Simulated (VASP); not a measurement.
Here is a VASP 6.6.1 calculation.

The input INCAR:

```
PREC     = Accurate       # precision mode
ENCUT    = 600            # plane-wave cutoff, eV
EDIFF    = 1E-6           # SCF threshold, eV
ISMEAR   = 0              # smearing method
SIGMA    = 0.03           # smearing width, eV
LREAL    = False          # projectors in reciprocal space
LASPH    = True           # aspherical terms in the spheres
NELM     = 80             # most SCF steps
ALGO     = Normal         # electronic algorithm
ISIF     = 3              # what is computed and relaxed
LWAVE    = False          # write WAVECAR
LCHARG   = False          # write CHGCAR
GGA      = PS             # functional
IBRION   = 2              # ionic algorithm
NSW      = 90             # ionic steps
EDIFFG   = -0.01          # ionic threshold
KPAR     = 4
```

Contents of KPOINTS:

```
Automatic mesh
0
Gamma
  4 6 6
```

Contents of POSCAR:

```
SrCdSiS4
1.0
   10.2821000000      0.0000000000      0.0000000000
    0.0000000000      5.0775500000      3.1849500000
    0.0000000000     -5.0775500000      3.1849500000
Sr Cd Si S
2 2 2 8
Direct
    0.0000000000      0.0000000000      0.0000000000
    0.5000000000      0.0000000000      0.0000000000
    0.7500000000      0.2738600000      0.6121400000
    0.2500000000      0.6121400000      0.2738600000
    0.7500000000      0.7057000000      0.2701000000
    0.2500000000      0.2701000000      0.7057000000
    0.4166000000      0.4641000000      0.9133000000
    0.5834000000      0.9133000000      0.4641000000
    0.0834000000      0.4641000000      0.9133000000
    0.9166000000      0.9133000000      0.4641000000
    0.7500000000      0.7091000000      0.9147000000
    0.2500000000      0.9147000000      0.7091000000
    0.7500000000      0.3282000000      0.1958000000
    0.2500000000      0.1958000000      0.3282000000
```

Potentials or basis: VASP PAW PBE potentials, release 64 (Sr_sv, Cd, Si, S).

Launch:

```bash
$ cat potpaw_PBE.64/Sr_sv/POTCAR potpaw_PBE.64/Cd/POTCAR potpaw_PBE.64/Si/POTCAR potpaw_PBE.64/S/POTCAR > POTCAR
$ mpirun -np 4 vasp_std > vasp.out
```

Question: What does it give for the relaxed cell?

Answer: a = 10.259 Å, b = 5.952 Å, c = 5.952 Å, α = 115.79°, β = 90.00°, γ = 90.00°.

Question: Predict the space group after relaxing (to 0.1 Å).

Answer: Ama2 (No. 40).

The path:
```csv
step,energy change (eV),largest force (eV/Å),pressure (GPa),volume (Å³)
1,0.0000,0.2832,-0.29,332.56
2,-0.0186,0.1349,-0.18,330.46
3,-0.0208,0.1659,-0.11,329.44
4,-0.0249,0.0877,0.00,327.73
5,-0.0253,0.0639,-0.03,328.13
6,-0.0261,0.0505,0.00,327.77
7,-0.0265,0.0683,0.09,327.00
8,-0.0266,0.0534,0.07,327.18
9,-0.0270,0.0277,0.01,327.25
10,-0.0271,0.0246,-0.05,327.32
11,-0.0272,0.0226,-0.03,327.30
12,-0.0273,0.0181,0.00,327.15
13,-0.0273,0.0270,0.04,327.00
14,-0.0274,0.0217,0.03,327.04
15,-0.0276,0.0168,0.01,327.15
16,-0.0277,0.0201,0.00,327.20
17,-0.0277,0.0099,0.00,327.24
```

Caveat: the PAW data sets were made with another functional, which shifts forces and pressure a little.
